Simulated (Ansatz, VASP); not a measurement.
# One calculation of CaF2, two programs

```
CELL_PARAMETERS angstrom
0.00000 2.71000 2.71000
2.71000 0.00000 2.71000
2.71000 2.71000 0.00000
ATOMIC_POSITIONS crystal
Ca 0.00000 0.00000 0.00000
F 0.25000 0.25000 0.25000
F 0.75000 0.75000 0.75000
```

Alike in both runs: task single point; functional PBEsol; k mesh 6 × 6 × 6; occupations gaussian, width 0.1 eV; no spin polarisation.

|  | VASP | Ansatz |
| --- | --- | --- |
| version | VASP 6.6.1 | Ansatz 0.2.0 |
| potentials or method | VASP PAW PBE potentials, release 64 (Ca_sv, F), cutoff 600 eV | scalar-relativistic, plane waves, PAW |
| valence electrons in the cell | 24 | 24 |

```csv
,VASP,Ansatz,Ansatz less VASP
gap on the k mesh at the Fermi level (eV),7.23,7.25,+0.020
least direct gap on the mesh (eV),7.49,7.51,+0.018
pressure (GPa),0.3,0.0,-0.29
```

VASP's potentials were made for PBE, not for PBEsol, and Ansatz warns of the same on its side.
